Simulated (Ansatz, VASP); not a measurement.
AlGaN2 in VASP and in Ansatz

```
CELL_PARAMETERS angstrom
3.23510 0.00000 0.00000
0.00000 3.23510 0.00000
0.00000 0.00000 4.55655
ATOMIC_POSITIONS crystal
Al 0.50000 0.50000 0.50000
Ga 0.00000 0.00000 0.00000
N 0.50000 0.00000 0.73826
N 0.00000 0.50000 0.26174
```

Change from the starting cell: strain +0.030 along x and y, +0.030 along z, atoms carried along.

Alike in both runs: task single point; functional LDA; k mesh 8 × 8 × 6; occupations gaussian, width 0.05 eV; no spin polarisation.

```csv
,VASP,Ansatz
version,VASP 6.6.1,Ansatz 0.2.0
potentials or method,"VASP PAW LDA potentials, release 64 (Al, Ga_d, N), cutoff 520 eV","scalar-relativistic, plane waves, PAW"
valence electrons in the cell,26,26
```

Ansatz gave:

```
gap on the k mesh at the Fermi level (eV) : 2.22
least direct gap on the mesh (eV)         : 2.22
pressure (GPa)                            : -18.6
rms of the force components (eV/Å)        : 0.067
```

Q: Estimate VASP's values.

A: gap on the k mesh at the Fermi level (eV): 2.23; least direct gap on the mesh (eV): 2.23; pressure (GPa): -18.0; rms of the force components (eV/Å): 0.057.

LDA's correlation is that of Perdew and Zunger in VASP and of Perdew and Wang (1992) in Ansatz. Atom by atom the forces differ by 0.010 eV/Å (rms over components).
